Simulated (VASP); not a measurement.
**Ca: single point with PBEsol**

Ca:

```
CELL_PARAMETERS angstrom
0.02261 2.80956 2.74477
2.75250 0.03962 2.72775
2.84984 2.88989 -0.05772
ATOMIC_POSITIONS crystal
Ca 0.99927 0.00324 0.99894
```

This cell differs from its parent crystal: the cell strained at random.

* Program: VASP 6.6.1
* Task: single point
* Functional: PBEsol
* Potentials or basis: VASP PAW PBE potentials, release 64 (Ca_sv)
* Cutoff: 520 eV
* k mesh: 8 × 8 × 8
* Occupations: fermi-dirac, width 0.05 eV
* Spin: no spin polarisation

```
Pressure               : -1.2 GPa
Band gap on the k mesh : zero (band 5 reaches 1.98 eV, above the bottom of band 6 at 1.43 eV)
```

Stress tensor (GPa, compression positive):
```
-1.14 -0.60  0.40
-0.60 -1.25  0.25
 0.40  0.25 -1.10
```

Levels at points of the mesh, in eV from the Fermi level:
| k point | band 3 | band 4 | band 5 | band 6 | band 7 | band 8 |
| --- | --- | --- | --- | --- | --- | --- |
| (0.00, 0.00, 0.00) | -22.88 | -22.88 | -3.94 | 2.12 | 2.35 | 2.45 |
| (0.50, 0.00, 0.00) | -22.90 | -22.90 | -0.90 | -0.09 | 1.98 | 2.40 |
| (0.00, 0.50, 0.00) | -22.90 | -22.90 | -0.86 | -0.03 | 2.02 | 2.31 |
| (0.50, 0.50, 0.00) | -22.93 | -22.93 | -0.36 | 0.59 | 1.04 | 4.00 |
| (0.00, 0.00, 0.50) | -22.90 | -22.89 | -1.10 | -0.30 | 2.20 | 2.33 |
| (0.50, 0.00, 0.50) | -22.92 | -22.92 | -0.43 | 0.64 | 0.83 | 3.99 |
| (0.00, 0.50, 0.50) | -22.93 | -22.92 | -0.39 | 0.61 | 0.96 | 3.97 |
| (0.50, 0.50, 0.50) | -22.90 | -22.89 | -0.96 | -0.15 | 2.10 | 2.33 |

Wall time 68 s on 1 thread of AMD EPYC 7R13 Processor (Zen 3) (shared host), peak memory 0.23 GiB.

Caveat: the cell differs from its parent crystal (the cell strained at random); the PAW data sets were made with another functional, which shifts forces and pressure a little.
